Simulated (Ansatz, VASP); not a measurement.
## BaO in VASP and in Ansatz

POSCAR

```
BaO
1.0
    0.0000000000      2.7345307117      2.7345307117
    2.7345307117      0.0000000000      2.7345307117
    2.7345307117      2.7345307117      0.0000000000
Ba O
1 1
Direct
    0.5000000000      0.5000000000      0.5000000000
    0.0000000000      0.0000000000      0.0000000000
```

INCAR.step1

```
SYSTEM = BaO
PREC = Accurate
ENCUT = 660
ISMEAR = 0
SIGMA = 0.05
LREAL = .False.
LASPH = .True.
NELM = 120
NBANDS = 15
GGA = PE
ALGO = Normal
EDIFF = 1E-5
LWAVE = .True.
LCHARG = .False.
GGA_COMPAT = .False.
```

The input INCAR.step2:

```
SYSTEM = BaO
PREC = Accurate
ENCUT = 660
EDIFF = 1E-6
ISMEAR = 0
SIGMA = 0.05
LREAL = .False.
LASPH = .True.
NELM = 120
ALGO = Normal
ISIF = 2
LWAVE = .False.
LCHARG = .False.
METAGGA = R2SCAN
LMIXTAU = .True.
NBANDS = 15
ISTART = 1
GGA_COMPAT = .False.
```

Contents of KPOINTS:

```
Automatic mesh
0
Gamma
  8 8 8
  0 0 0
```

Input for Ansatz:

```yaml
crystal:
  lattice:
    - [0.0, 2.7345306814, 2.7345306814]
    - [2.7345306814, 0.0, 2.7345306814]
    - [2.7345306814, 2.7345306814, 0.0]
  atoms:
    - { symbol: Ba, position: [0.5, 0.5, 0.5] }
    - { symbol: O, position: [0.0, 0.0, 0.0] }
basis:
  ecutwfc: 500
  ecutrho_ratio: 4
kpoints:
  mp_grid: { grid: [8, 8, 8] }
hamiltonian:
  xc: r2scan
scf:
  occupations: { method: gaussian, width: 0.05 }
output:
  forces: true
  stress: true
  eigenvalues: true
```

Alike in both runs: task single point; functional r2SCAN; k mesh 8 × 8 × 8; occupations gaussian, width 0.05 eV; no spin polarisation.

|  | VASP | Ansatz |
| --- | --- | --- |
| version | VASP 6.6.1 | Ansatz 0.2.0 |
| potentials or method | VASP PAW PBE potentials, release 64 (Ba_sv, O), cutoff 660 eV | scalar-relativistic, plane waves, PAW |
| valence electrons in the cell | 16 | 16 |

|  | VASP | Ansatz | Ansatz less VASP |
| --- | --- | --- | --- |
| gap on the k mesh at the Fermi level (eV) | 2.17 | 2.23 | +0.064 |
| least direct gap on the mesh (eV) | 2.17 | 2.23 | +0.064 |
| pressure (GPa) | 5.3 | 3.4 | -1.87 |

VASP's potentials were made for PBE, not for r2SCAN. The functional is the same, so the differences come from potentials, cutoffs and numerics.

Neither program's run includes spin-orbit coupling.
